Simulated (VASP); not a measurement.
# AsF (F-43m) in VASP: notebook

Runs on AsF. Level: PBE. Tasks: single point, relaxation of cell and atoms.

Program: VASP 6.6.1. These are calculated values, not measurements. Logs are shortened: lines on timing, memory, paths and dates and some standing lists are left out, and cuts for length are marked.

## Step 1: The cell of the first run

Symmetry: F-43m, No. 216, cubic system. Conventional cell: a = 5.197 Å, b = 5.197 Å, c = 5.197 Å, α = 90.00°, β = 90.00°, γ = 90.00°. Within 3.0 Å of As (site symmetry -43m) lie 4 F at 2.25 Å. Within 3.0 Å of F (site symmetry -43m) lie 4 As at 2.25 Å.

## Step 2: Single point, PBE

INCAR

```
ALGO = Normal
EDIFF = 1E-6
ENCUT = 520
GGA = PE
ISIF = 2
ISMEAR = 0
LASPH = True
LCHARG = False
LREAL = False
LWAVE = False
NBANDS = 13
NELM = 80
PREC = Accurate
SIGMA = 0.1
```

KPOINTS

```
k-points
0
Gamma
  6 6 6
```

POSCAR

```
AsF
1.0
    0.0000000000      2.5983483905      2.5983483905
    2.5983483905      0.0000000000      2.5983483905
    2.5983483905      2.5983483905      0.0000000000
As F
1 1
Direct
    0.0000000000      0.0000000000      0.0000000000
    0.7500000000      0.7500000000      0.7500000000
```

Potentials or basis: VASP PAW PBE potentials, release 64 (As, F).

On the command line:

```
cat potpaw_PBE.64/As/POTCAR potpaw_PBE.64/F/POTCAR > POTCAR
mpirun -np 1 vasp_std > vasp.out
```

OUTCAR:

```text
EDIFF = 1E-6
   ENCUT = 520
   GGA = PE
   ISIF = 2
   ISMEAR = 0
   LASPH = True
   LREAL = False
   NELM = 80
   PREC = Accurate

 ion  position               nearest neighbor table
   1  0.000  0.000  0.000-   2 2.25   2 2.25   2 2.25   2 2.25
   2  0.750  0.750  0.750-   1 2.25   1 2.25   1 2.25   1 2.25

  LATTYP: Found a face centered cubic cell.
 ALAT       =     5.1966967810

  Lattice vectors:

 A1 = (   0.0000000000,   2.5983483905,   2.5983483905)
 A2 = (   2.5983483905,   0.0000000000,   2.5983483905)
 A3 = (   2.5983483905,   2.5983483905,   0.0000000000)

Analysis of symmetry for initial positions (statically):
=====================================================================
 Subroutine PRICEL returns:
 Original cell was already a primitive cell.

 Routine SETGRP: Setting up the symmetry group for a
 face centered cubic supercell.

 Subroutine GETGRP returns: Found 24 space group operations
 (whereof 24 operations were pure point group operations)
 out of a pool of 48 trial point group operations.

The static configuration has the point symmetry T_d .

Analysis of symmetry for dynamics (positions and initial velocities):
=====================================================================
 Subroutine PRICEL returns:
 Original cell was already a primitive cell.

 Routine SETGRP: Setting up the symmetry group for a
 face centered cubic supercell.

 Subroutine GETGRP returns: Found 24 space group operations
 (whereof 24 operations were pure point group operations)
 out of a pool of 48 trial point group operations.

The dynamic configuration has the point symmetry T_d .

 Subroutine INISYM returns: Found 24 space group operations
 (whereof 24 operations are pure point group operations),
 and found     1 'primitive' translations

----------------------------------------------------------------------------------------

                                     Primitive cell

  volume of cell :      35.0851

  direct lattice vectors                    reciprocal lattice vectors
     0.000000000  2.598348390  2.598348390    -0.192429930  0.192429930  0.192429930
     2.598348390  0.000000000  2.598348390     0.192429930 -0.192429930  0.192429930
     2.598348390  2.598348390  0.000000000     0.192429930  0.192429930 -0.192429930

  length of vectors
     3.674619534  3.674619534  3.674619534     0.333298416  0.333298416  0.333298416

  position of ions in fractional coordinates (direct lattice)
     0.000000000  0.000000000  0.000000000
     0.750000000  0.750000000  0.750000000

  ion indices of the primitive-cell ions
   primitive index   ion index
                 1           1
                 2           2

----------------------------------------------------------------------------------------

 KPOINTS: k-points

Automatic generation of k-mesh.
 Grid dimensions read from file:
 generate k-points for:    6    6    6

 Generating k-lattice:

  Cartesian coordinates                     Fractional coordinates (reciprocal lattice)
    -0.032071655  0.032071655  0.032071655     0.166666667  0.000000000  0.000000000
     0.032071655 -0.032071655  0.032071655     0.000000000  0.166666667  0.000000000
     0.032071655  0.032071655 -0.032071655     0.000000000  0.000000000  0.166666667

  Length of vectors
     0.055549736  0.055549736  0.055549736

  Shift w.r.t. Gamma in fractional coordinates (k-lattice)
     0.000000000  0.000000000  0.000000000

 Subroutine IBZKPT returns following result:
 ===========================================

 Found     16 irreducible k-points:

 Following reciprocal coordinates:
            Coordinates               Weight
  0.000000  0.000000  0.000000      1.000000
  0.166667  0.000000  0.000000      8.000000
  0.333333  0.000000  0.000000      8.000000
  0.500000  0.000000  0.000000      4.000000
  0.166667  0.166667  0.000000      6.000000
  0.333333  0.166667  0.000000     24.000000
[... 8 lines left out ...]
 -0.333333  0.333333  0.166667     24.000000
 -0.333333  0.500000  0.166667     12.000000
   k-points           NKPTS =     16   k-points in BZ     NKDIM =     16   number of bands    NBANDS=     13
   number of dos      NEDOS =    301   number of ions     NIONS =      2
   total plane-waves  NPLWV =  21952
   dimension x,y,z NGX =    28 NGY =   28 NGZ =   28
   dimension x,y,z NGXF=    56 NGYF=   56 NGZF=   56
   ions per type =               1   1
   NGX,Y,Z   is equivalent  to a cutoff of  12.67, 12.67, 12.67 a.u.
   NGXF,Y,Z  is equivalent  to a cutoff of  25.34, 25.34, 25.34 a.u.
 SYSTEM =  unknown system
   PREC   = accura    normal or accurate (medium, high low for compatibility)
   ISTART =      0    job   : 0-new  1-cont  2-samecut
   ICHARG =      2    charge: 1-file 2-atom 10-const
   ISPIN  =      1    spin polarized calculation?
   LNONCOLLINEAR =      F non collinear calculations
   LSORBIT =      F    spin-orbit coupling
   LASPH  =      T    aspherical Exc in radial PAW
   ENCUT  =  520.0 eV  38.22 Ry    6.18 a.u.   6.83  6.83  6.83*2*pi/ulx,y,z
   NELM   =     80;   NELMIN=  2; NELMDL= -5     # of ELM steps
   EDIFF  = 0.1E-05   stopping-criterion for ELM
   LREAL  =      F    real-space projection
   EDIFFG = 0.1E-04   stopping-criterion for IOM
   NSW    =      0    number of steps for IOM
   IBRION =     -1    ionic relax: 0-MD 1-quasi-New 2-CG
   NFREE  =      0    steps in history (QN), initial steepest desc. (CG)
   ISIF   =      2    stress and relaxation
   ISYM   =      2    0-nonsym 1-usesym 2-fastsym
   POTIM  = 0.5000    time-step for ionic-motion
   TEBEG  =    0.0;   TEEND  =   0.0 temperature during run
   PSTRESS=    0.0 pullay stress
   NELECT =      12.0000    total number of electrons
   NUPDOWN=      -1.0000    fix difference up-down
   EMIN   =  10.00;   EMAX   =-10.00  energy-range for DOS
   EFERMI =   0.00;   METHOD = LEGACY
   ISMEAR =     0;   SIGMA  =   0.10  broadening in eV -4-tet -1-fermi 0-gaus
   EFERMI_NEDOS =   21; number of points for ismear=-14 and -15
   IALGO  =     38    algorithm
   IMIX   =      4    mixing-type and parameters
     AMIX     =   0.40;   BMIX     =  1.00
     AMIX_MAG =   1.60;   BMIX_MAG =  1.00
  volume/ion in A,a.u.               =      17.54       118.38
  Fermi-wavevector in a.u.,A,eV,Ry     =   1.144883  2.163516 17.833940  1.310758
  Thomas-Fermi vector in A             =   2.281574
   LORBIT       =      0    0 simple, 1 ext, 2 COOP (PROOUT), +10 PAW based schemes
   GGA     = PE    functional components
   LHFCALC =     F    Hartree Fock is set to
   AEXX    =    0.0000 exact exchange contribution
   IVDW    =     0    specifies the selected vdW correction
   LEPSILON=     F    determine dielectric tensor
   LRPA    =     F    only Hartree local field effects (RPA)
 non-spin polarized calculation
 Gauss-broadening in eV      SIGMA  =   0.10
  energy-cutoff  :      520.00
  volume of cell :       35.09
 maximum number of plane-waves:       960
   NGX = 13   NGY = 13   NGZ = 13

 number of electron      12.0000006 magnetization

 Free energy of the ion-electron system (eV)
  ---------------------------------------------------
  ext. energy  EPLUGINS =         0.00000000
  ---------------------------------------------------
  free energy    TOTEN  =        -6.49015462 eV

  energy without entropy =       -6.48215035  energy(sigma->0) =       -6.48615249

 E-fermi :   3.7018     XC(G=0):  -9.5179

 val. band max:        3.6970635868   @ k =  -0.3333   0.3333   0.1667
 cond. band min:       3.7260972669   @ k =   0.1667   0.1667   0.0000
 fundamental gap:      0.0290336801
 Fermi energy:         3.7018313444

 k-point     1 :       0.0000    0.0000    0.0000
  band No.  band energies     occupation
      1     -21.5644      2.00000
      2      -7.0862      2.00000
      3      -2.9113      2.00000
      4      -2.9113      2.00000
      5      -2.9113      2.00000
      6       4.9910      0.00000
      7       4.9910      0.00000
      8       4.9910      0.00000
      9      10.3005      0.00000
     10      15.5154      0.00000
     11      15.5154      0.00000
     12      15.5154      0.00000
     13      16.1523      0.00000

 k-point     2 :       0.1667    0.0000    0.0000
  band No.  band energies     occupation
      1     -21.5176      2.00000
      2      -7.3109      2.00000
      3      -2.9905      2.00000
      4      -2.9905      2.00000
      5      -2.6597      2.00000
      6       4.0628      0.00000
      7       5.0834      0.00000
      8       5.0834      0.00000
      9      11.5278      0.00000
     10      14.5122      0.00000
     11      14.5122      0.00000
     12      14.7604      0.00000
     13      17.3834      0.00000

 k-point     3 :       0.3333    0.0000    0.0000
  band No.  band energies     occupation
      1     -21.4230      2.00000
      2      -7.6953      2.00000
      3      -3.1396      2.00000
      4      -3.1396      2.00000
      5      -2.3346      2.00000
      6       3.1133      2.00000
      7       5.2137      0.00000
      8       5.2137      0.00000
      9      11.9437      0.00000
     10      14.0214      0.00000
     11      14.0214      0.00000
     12      14.9984      0.00000
     13      18.6671      0.00000

 k-point     4 :       0.5000    0.0000    0.0000
  band No.  band energies     occupation
      1     -21.3749      2.00000
      2      -7.8656      2.00000
      3      -3.2100      2.00000
      4      -3.2100      2.00000
      5      -2.2659      2.00000
      6       2.8994      2.00000
      7       5.2519      0.00000
      8       5.2519      0.00000
      9      11.7719      0.00000
     10      13.9874      0.00000
     11      13.9874      0.00000
     12      14.8324      0.00000
     13      19.5346      0.00000

 k-point     5 :       0.1667    0.1667    0.0000
  band No.  band energies     occupation
      1     -21.5026      2.00000
      2      -7.3654      2.00000
      3      -3.1299      2.00000
      4      -3.1299      2.00000
      5      -2.3356      2.00000
      6       3.7261      0.73147
      7       5.1393      0.00000
      8       5.1393      0.00000
      9      11.7492      0.00000
     10      12.5737      0.00000
     11      16.4984      0.00000
     12      16.4984      0.00000
     13      16.7030      0.00000
[... 129 lines left out ...]
 k-point    14 :       0.5000    0.3333    0.1667
  band No.  band energies     occupation
      1     -21.3608      2.00000
      2      -7.7857      2.00000
      3      -3.8743      2.00000
      4      -3.4553      2.00000
      5      -1.1645      2.00000
      6       2.7249      2.00000
      7       4.4893      0.00000
      8       5.4137      0.00000
      9      10.7973      0.00000
     10      13.5118      0.00000
     11      15.0755      0.00000
     12      17.7081      0.00000
     13      18.6993      0.00000

 k-point    15 :      -0.3333    0.3333    0.1667
  band No.  band energies     occupation
      1     -21.3290      2.00000
      2      -7.8315      2.00000
      3      -4.0929      2.00000
      4      -3.5849      2.00000
      5      -0.8540      2.00000
      6       3.1606      2.00000
      7       3.6971      1.05376
      8       5.4465      0.00000
      9      10.7793      0.00000
     10      13.7361      0.00000
     11      14.8248      0.00000
     12      18.3529      0.00000
     13      18.6797      0.00000

 k-point    16 :      -0.3333    0.5000    0.1667
  band No.  band energies     occupation
      1     -21.3139      2.00000
      2      -7.8560      2.00000
      3      -3.9356      2.00000
      4      -3.8606      2.00000
      5      -0.6079      2.00000
      6       2.3220      2.00000
      7       4.3680      0.00000
      8       5.4968      0.00000
      9       9.8713      0.00000
     10      13.4501      0.00000
     11      16.0686      0.00000
     12      18.2049      0.00000
     13      21.4413      0.00000

------------------------ aborting loop because EDIFF is reached ----------------------------------------

  FORCE on cell =-STRESS in cart. coord.  units (eV):
  Direction    XX          YY          ZZ          XY          YZ          ZX
  --------------------------------------------------------------------------------------
  -------------------------------------------------------------------------------------
  Total        1.7171893      1.7171893      1.7171893     -0.0000000      0.0000000      0.0000000
  in kB       78.4163473     78.4163473     78.4163473     -0.0000000      0.0000000      0.0000000
  external PRESSURE =      78.4163473 kB  Pullay stress =       0.0000000 kB

 VOLUME and BASIS-vectors are now :
 -----------------------------------------------------------------------------
  energy-cutoff  :      520.00
  volume of cell :       35.09
      direct lattice vectors                 reciprocal lattice vectors
     0.000000000  2.598348390  2.598348390    -0.192429930  0.192429930  0.192429930
     2.598348390  0.000000000  2.598348390     0.192429930 -0.192429930  0.192429930
     2.598348390  2.598348390  0.000000000     0.192429930  0.192429930 -0.192429930

 POSITION                                       TOTAL-FORCE (eV/Angst)
 -----------------------------------------------------------------------------------
      0.00000      0.00000      0.00000         0.000000     -0.000000     -0.000000
      3.89752      3.89752      3.89752        -0.000000      0.000000      0.000000
 -----------------------------------------------------------------------------------
    total drift:                                0.000000      0.000000      0.000000

  FREE ENERGIE OF THE ION-ELECTRON SYSTEM (eV)
  ---------------------------------------------------
  free  energy   TOTEN  =        -6.4901546233 eV

  energy  without entropy=       -6.4821503545  energy(sigma->0) =       -6.48615249
```

It took 4.8 s on 1 thread of Intel Xeon 6975P-C (Granite Rapids), shared host; peak memory 0.15 GiB.

What came out:

```yaml
Free_energy: -6.4902 eV
Pressure: 7.8 GPa
Band_gap_on_the_k_mesh: zero (bands 6 and 7 overlap by 1.29 eV)
```

Levels at points of the mesh, in eV from the Fermi level:
```
           k point  band 3  band 4  band 5  band 6  band 7  band 8  band 9  band 10
(0.00, 0.00, 0.00)   -6.61   -6.61   -6.61    1.29    1.29    1.29    6.60    11.81
(0.50, 0.00, 0.00)   -6.91   -6.91   -5.97   -0.80    1.55    1.55    8.07    10.29
(0.50, 0.50, 0.00)   -7.43   -7.43   -4.45   -2.33    1.92    1.92    5.19     8.61
```

Caveat: the cell stands under pressure.

## Step 3: Single point, PBE

This run uses another cell than the first one, of 19.73 Å³/atom.

INCAR

```
SYSTEM = AsF
PREC = Accurate
ENCUT = 520
EDIFF = 1E-7
ISMEAR = 0
SIGMA = 0.1
LREAL = .False.
LASPH = .True.
NELM = 60
ALGO = Normal
ISIF = 2
LWAVE = .False.
LCHARG = .False.
GGA = PE
NBANDS = 13
```

KPOINTS

```
Automatic mesh
0
Gamma
  6 6 6
  0 0 0
```

POSCAR

```
AsF
1.0
    0.0000000000      2.7019275568      2.7019275568
    2.7019275568      0.0000000000      2.7019275568
    2.7019275568      2.7019275568      0.0000000000
As F
1 1
Direct
    0.0000000000      0.0000000000      0.0000000000
    0.7500000000      0.7500000000      0.7500000000
```

Potentials or basis: VASP PAW PBE potentials, release 64 (As, F).

On the command line:

```
cat potpaw_PBE.64/As/POTCAR potpaw_PBE.64/F/POTCAR > POTCAR
mpirun -np 1 vasp_std > vasp.out
```

Wall time 5.4 s (1 thread of Intel Xeon 6975P-C (Granite Rapids), shared host); peak memory 0.15 GiB.

Results (log left out):

| Property | Result |
| --- | --- |
| Free energy | -6.5900 eV |
| Pressure | -0.1 GPa |
| Band gap on the k mesh | zero (bands 6 and 7 overlap by 1.12 eV) |

Levels at points of the mesh, in eV from the Fermi level:
| k point | band 2 | band 3 | band 4 | band 5 | band 6 | band 7 | band 8 | band 9 | band 10 | band 11 |
| --- | --- | --- | --- | --- | --- | --- | --- | --- | --- | --- |
| (0.00, 0.00, 0.00) | -10.63 | -5.89 | -5.89 | -5.89 | 1.12 | 1.12 | 1.12 | 6.13 | 11.49 | 11.49 |
| (0.50, 0.00, 0.00) | -11.06 | -6.15 | -6.15 | -5.58 | -0.71 | 1.34 | 1.34 | 7.79 | 10.06 | 10.06 |
| (0.50, 0.50, 0.00) | -11.10 | -6.59 | -6.59 | -4.31 | -1.98 | 1.62 | 1.62 | 5.43 | 8.27 | 15.37 |

(Continued in part 2 of 2.)

The gap in the log of VASP goes by the Fermi energy; the results here count the filled bands.